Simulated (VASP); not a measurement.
# RbBr (P1) in VASP: further runs, part 3 of 3

VASP 6.6.1.

### Step 4. Single point, PBEsol

Input file INCAR:

```
SYSTEM = RbBr
ALGO = Normal
EDIFF = 1E-7
ENCUT = 520
GGA = PS
ISIF = 2
ISMEAR = -1
LASPH = .True.
LCHARG = .False.
LREAL = Auto
LWAVE = .False.
NBANDS = 78
NELM = 100
PREC = Accurate
SIGMA = 0.1034
```

Input file KPOINTS:

```
k-points
0
Gamma
  1 1 1
  0 0 0
```

Input file POSCAR:

```
RbBr
1.0
    0.0000000000      7.0408420000     -7.0408420000
   -7.0408420000      0.0000000000     -7.0408420000
   -7.0408420000      7.0408420000      0.0000000000
Rb Br
8 8
Direct
    0.5012600056      0.5353378900     -0.0622147891
    0.0267636314      0.5064679054     -0.0154922522
    0.4855084804      0.0531675757     -0.0082615829
    0.0061199357      0.0295225344     -0.0461155782
    0.4888078017      0.5683597928      0.4933517184
   -0.0424733292      0.5607746914      0.5246579883
    0.4744215252      0.1233512980      0.4376583085
   -0.0136669734      0.0620432897      0.4283209309
    0.7493885674      0.7493604458      0.2314789197
    0.3002734616      0.7656561531      0.2503758783
    0.7447083034      0.3069799748      0.2238429012
    0.2108068183      0.2920108845      0.2327590223
    0.7377900967      0.6650083186      0.8472953235
    0.2253422957      0.7654514190      0.7727924444
    0.7719500736      0.2814013580      0.7621434340
    0.2991718888      0.2623504405      0.7340818044
```

Potentials or basis: VASP PAW PBE potentials, release 64 (Rb_sv, Br).

The run is started by

```sh
$ cat potpaw_PBE.64/Rb_sv/POTCAR potpaw_PBE.64/Br/POTCAR > POTCAR
$ mpirun -np 1 vasp_gam > vasp.out
```

OUTCAR:

```text
SYSTEM = RbBr
   EDIFF = 1E-7
   ENCUT = 520
   GGA = PS
   ISIF = 2
   ISMEAR = -1
   LASPH = .True.
   LREAL = Auto
   NELM = 100
   PREC = Accurate

 ion  position               nearest neighbor table
   1  0.501  0.535  0.938-  13 2.79  15 3.10  14 3.15  11 3.75  12 3.78  10 3.91   5 4.33   6 4.36
                             7 4.58   3 4.63   2 4.65   4 4.93   4 5.03   2 5.34   3 5.36   7 5.46
   2  0.027  0.506  0.985-  12 3.06  13 3.14  14 3.24  11 3.42   9 3.46  16 3.49   8 4.44   3 4.54
                             1 4.65   6 4.69   5 4.77   4 4.97   4 5.02   5 5.24   1 5.34   6 5.34
   3  0.486  0.053  0.992-  16 3.15  10 3.37  12 3.40   9 3.59  15 3.65  13 3.94   2 4.54   1 4.63
                             8 4.68   7 4.77   4 4.90   5 4.91   5 5.05   4 5.10   7 5.26   8 5.32
   4  0.006  0.030  0.954-  15 3.03  14 3.16  16 3.74   9 3.78  11 3.86  10 4.17   8 4.80   6 4.84
                             3 4.90   1 4.93   7 4.96   2 4.97   2 5.02   1 5.03   3 5.10   7 5.11
   5  0.489  0.568  0.493-  10 3.06   9 3.16  14 3.39  16 3.54  11 3.74  15 3.89   1 4.33   2 4.77
                             6 4.79   7 4.81   3 4.91   8 5.01   8 5.05   3 5.05   6 5.18   7 5.20
   6  0.958  0.561  0.525-  13 3.20  15 3.31   9 3.61  10 3.92  16 3.94  12 3.96   1 4.36   2 4.69
                             8 4.72   5 4.79   7 4.81   4 4.84   5 5.18   4 5.23   7 5.26   2 5.34
   7  0.474  0.123  0.438-  16 3.19  11 3.23  12 3.38   9 4.17   1 4.58   3 4.77   8 4.78   6 4.81
                             5 4.81   4 4.96   4 5.11   5 5.20   8 5.24   3 5.26   6 5.26   1 5.46
   8  0.986  0.062  0.428-  11 3.15  12 3.22  10 3.48  15 3.98  14 4.14   2 4.44   3 4.68   6 4.72
                             7 4.78   4 4.80   5 5.01   5 5.05   4 5.18   7 5.24   3 5.32   6 5.36
   9  0.749  0.749  0.231-   5 3.16   2 3.46   3 3.59   6 3.61   4 3.78   7 4.17
  10  0.300  0.766  0.250-   5 3.06   3 3.37   8 3.48   1 3.91   6 3.92   4 4.17
  11  0.745  0.307  0.224-   8 3.15   7 3.23   2 3.42   5 3.74   1 3.75   4 3.86
  12  0.211  0.292  0.233-   2 3.06   8 3.22   7 3.38   3 3.40   1 3.78   6 3.96
  13  0.738  0.665  0.847-   1 2.79   2 3.14   6 3.20   3 3.94
  14  0.225  0.765  0.773-   1 3.15   4 3.16   2 3.24   5 3.39   8 4.14
  15  0.772  0.281  0.762-   4 3.03   1 3.10   6 3.31   3 3.65   5 3.89   8 3.98
  16  0.299  0.262  0.734-   3 3.15   7 3.19   2 3.49   5 3.54   4 3.74   6 3.94

  LATTYP: Found a face centered cubic cell.
 ALAT       =    14.0816840000

  Lattice vectors:

 A1 = (   0.0000000000,   7.0408420000,  -7.0408420000)
 A2 = (  -7.0408420000,   0.0000000000,  -7.0408420000)
 A3 = (  -7.0408420000,   7.0408420000,   0.0000000000)

Analysis of symmetry for initial positions (statically):
=====================================================================
 Subroutine PRICEL returns:
 Original cell was already a primitive cell.

 Routine SETGRP: Setting up the symmetry group for a
 face centered cubic supercell.

 Subroutine GETGRP returns: Found  1 space group operations
 (whereof  1 operations were pure point group operations)
 out of a pool of 48 trial point group operations.

The static configuration has the point symmetry C_1 .

Analysis of symmetry for dynamics (positions and initial velocities):
=====================================================================
 Subroutine PRICEL returns:
 Original cell was already a primitive cell.

 Routine SETGRP: Setting up the symmetry group for a
 face centered cubic supercell.

 Subroutine GETGRP returns: Found  1 space group operations
 (whereof  1 operations were pure point group operations)
 out of a pool of 48 trial point group operations.

The dynamic configuration has the point symmetry C_1 .

 Subroutine INISYM returns: Found  1 space group operations
 (whereof  1 operations are pure point group operations),
 and found     1 'primitive' translations

[... 85 lines left out ...]
   ions per type =               8   8
   NGX,Y,Z   is equivalent  to a cutoff of  13.36, 13.36, 13.36 a.u.
   NGXF,Y,Z  is equivalent  to a cutoff of  26.71, 26.71, 26.71 a.u.
 SYSTEM =  RbBr
   PREC   = accura    normal or accurate (medium, high low for compatibility)
   ISTART =      0    job   : 0-new  1-cont  2-samecut
   ICHARG =      2    charge: 1-file 2-atom 10-const
   ISPIN  =      1    spin polarized calculation?
   LNONCOLLINEAR =      F non collinear calculations
   LSORBIT =      F    spin-orbit coupling
   LASPH  =      T    aspherical Exc in radial PAW
   ENCUT  =  520.0 eV  38.22 Ry    6.18 a.u.  18.51 18.51 18.51*2*pi/ulx,y,z
   NELM   =    100;   NELMIN=  2; NELMDL= -5     # of ELM steps
   EDIFF  = 0.1E-06   stopping-criterion for ELM
   LREAL  =      T    real-space projection
   EDIFFG = 0.1E-05   stopping-criterion for IOM
   NSW    =      0    number of steps for IOM
   IBRION =     -1    ionic relax: 0-MD 1-quasi-New 2-CG
   NFREE  =      0    steps in history (QN), initial steepest desc. (CG)
   ISIF   =      2    stress and relaxation
   ISYM   =      2    0-nonsym 1-usesym 2-fastsym
   POTIM  = 0.5000    time-step for ionic-motion
   TEBEG  =    0.0;   TEEND  =   0.0 temperature during run
   PSTRESS=    0.0 pullay stress
   NELECT =     128.0000    total number of electrons
   NUPDOWN=      -1.0000    fix difference up-down
   EMIN   =  10.00;   EMAX   =-10.00  energy-range for DOS
   EFERMI =   0.00;   METHOD = LEGACY
   ISMEAR =    -1;   SIGMA  =   0.10  broadening in eV -4-tet -1-fermi 0-gaus
   EFERMI_NEDOS =   21; number of points for ismear=-14 and -15
   IALGO  =     38    algorithm
   IMIX   =      4    mixing-type and parameters
     AMIX     =   0.40;   BMIX     =  1.00
     AMIX_MAG =   1.60;   BMIX_MAG =  1.00
  volume/ion in A,a.u.               =      43.63       294.43
  Fermi-wavevector in a.u.,A,eV,Ry     =   0.930058  1.757556 11.769157  0.865009
  Thomas-Fermi vector in A             =   2.056407
   LORBIT       =      0    0 simple, 1 ext, 2 COOP (PROOUT), +10 PAW based schemes
   GGA     = PS    functional components
   LHFCALC =     F    Hartree Fock is set to
   AEXX    =    0.0000 exact exchange contribution
   IVDW    =     0    specifies the selected vdW correction
   LEPSILON=     F    determine dielectric tensor
   LRPA    =     F    only Hartree local field effects (RPA)
 non-spin polarized calculation
  energy-cutoff  :      520.00
  volume of cell :      698.08
 maximum number of plane-waves:      9442
 NGX is ok and might be reduce to    80
   NGX = 37   NGY = 37   NGZ = 37

 number of electron     127.9999999 magnetization

 Free energy of the ion-electron system (eV)
  ---------------------------------------------------
  ext. energy  EPLUGINS =         0.00000000
  ---------------------------------------------------
  free energy    TOTEN  =       -48.13914762 eV

  energy without entropy =      -48.13914716  energy(sigma->0) =      -48.13914739

 E-fermi :   0.1599     XC(G=0):  -6.9714

 val. band max:       -1.5874152179   @ k =   0.0000   0.0000   0.0000
 cond. band min:       1.8769220463   @ k =   0.0000   0.0000   0.0000
 fundamental gap:      3.4643372642
 Fermi energy:         0.1599244402

 k-point     1 :       0.0000    0.0000    0.0000
  band No.  band energies     occupation
      1     -27.0902      2.00000
      2     -26.9652      2.00000
      3     -26.9050      2.00000
      4     -26.7241      2.00000
      5     -26.5965      2.00000
      6     -26.3465      2.00000
[... 68 lines left out ...]
     75       4.5349      0.00000
     76       4.9129      0.00000
 [bands above 76 left out]

------------------------ aborting loop because EDIFF is reached ----------------------------------------

  FORCE on cell =-STRESS in cart. coord.  units (eV):
  Direction    XX          YY          ZZ          XY          YZ          ZX
  --------------------------------------------------------------------------------------
  -------------------------------------------------------------------------------------
  Total        0.7344176      7.0728533      4.7715782     -0.1074875     -1.1703710      0.0694823
  in kB        1.6855819     16.2330992     10.9513797     -0.2466975     -2.6861506      0.1594707
  external PRESSURE =       9.6233536 kB  Pullay stress =       0.0000000 kB

 VOLUME and BASIS-vectors are now :
 -----------------------------------------------------------------------------
  energy-cutoff  :      520.00
  volume of cell :      698.08
      direct lattice vectors                 reciprocal lattice vectors
     0.000000000  7.040842000 -7.040842000     0.071014234  0.071014234 -0.071014234
    -7.040842000  0.000000000 -7.040842000    -0.071014234 -0.071014234 -0.071014234
    -7.040842000  7.040842000  0.000000000    -0.071014234  0.071014234  0.071014234

 POSITION                                       TOTAL-FORCE (eV/Angst)
 -----------------------------------------------------------------------------------
    -10.37203     10.13209     -7.29852        -0.478433     -0.099205      1.436516
    -10.49772      7.12020     -3.75440        -0.111679     -0.357564      0.076808
     -7.35702     10.40106     -3.79273         0.228076      0.481416      0.072851
     -6.92401      6.75924     -0.25095        -0.250615      0.592819      0.040093
     -7.47534      6.91523     -7.44335         0.153675      0.367868      0.212723
     -7.64236     10.43583    -10.69012         0.362450     -0.053550     -0.187401
[... 8 lines left out ...]
     -7.34743     10.80131     -7.41648         0.487603     -0.594325      0.143183
     -7.01572      7.27498     -3.95359        -0.101283     -0.354913      0.075491
 -----------------------------------------------------------------------------------
    total drift:                               -0.002612     -0.005224      0.002897

  FREE ENERGIE OF THE ION-ELECTRON SYSTEM (eV)
  ---------------------------------------------------
  free  energy   TOTEN  =       -48.1391476180 eV

  energy  without entropy=      -48.1391471582  energy(sigma->0) =      -48.13914739
```

Run time: 2.7 min. Hardware: 1 thread of Intel Xeon Platinum 8259CL at 2.50GHz (Skylake/Cascade Lake), shared host; peak memory 0.89 GiB.

Results:

| Item | Value |
| --- | --- |
| Free energy | -48.1391 eV |
| Pressure | 1.0 GPa |
| Largest force | 1.738 eV/Å |

Forces in eV/Å, atoms in the order of the input:
```
Rb  -0.478 -0.099  1.437
Rb  -0.112 -0.358  0.077
Rb   0.228  0.481  0.073
Rb  -0.251  0.593  0.040
Rb   0.154  0.368  0.213
Rb   0.362 -0.054 -0.187
Rb   0.236 -0.035  0.189
Rb  -0.064  0.440  0.110
Br  -0.300  0.140 -0.508
Br  -0.168 -0.719  0.253
Br   0.125  0.016  0.267
Br  -0.078  0.660 -0.174
Br  -0.244 -0.083 -1.718
Br   0.204 -0.401 -0.289
Br   0.488 -0.594  0.143
Br  -0.101 -0.355  0.075
```

Stress tensor (GPa, compression positive):
```
 0.17 -0.02  0.02
-0.02  1.62 -0.27
 0.02 -0.27  1.10
```

Levels at points of the mesh, in eV from the Fermi level:
```csv
k point,band 60,band 61,band 62,band 63,band 64,band 65,band 66,band 67,band 68,band 69
"(0.00, 0.00, 0.00)",-2.12,-2.06,-2.00,-1.95,-1.75,1.72,3.45,3.53,3.67,3.75
```

Caveat: the k points lie up to 0.77 Å⁻¹ apart; the atoms stand as in a frame of molecular dynamics; the PAW data sets were made with another functional, which shifts forces and pressure a little.

### Step 5. The runs side by side

```tsv
cell	pressure (GPa)	largest force (eV/Å)
a = 9.741 Å, angles 60.0°, 16 atoms, atomic positions A	1.5	1.49
a = 9.839 Å, angles 60.0°, 16 atoms, atomic positions B	1.7	1.80
a = 9.957 Å, angles 60.0°, 16 atoms, atomic positions C	1.0	1.74
```

Alike in all rows: task single point; level PBEsol; potentials or basis VASP PAW PBE potentials, release 64 (Rb_sv, Br); no spin polarisation; k mesh 1 × 1 × 1; cutoff (eV) 520; smearing fermi-dirac 0.1034 eV.

Caveats: all runs use coarse meshes; the atoms stand as in a frame of molecular dynamics; the PAW data sets were made with another functional, which shifts forces and pressure a little.

Total energies depend on the potentials used, so only differences within one code and one set of settings carry meaning.
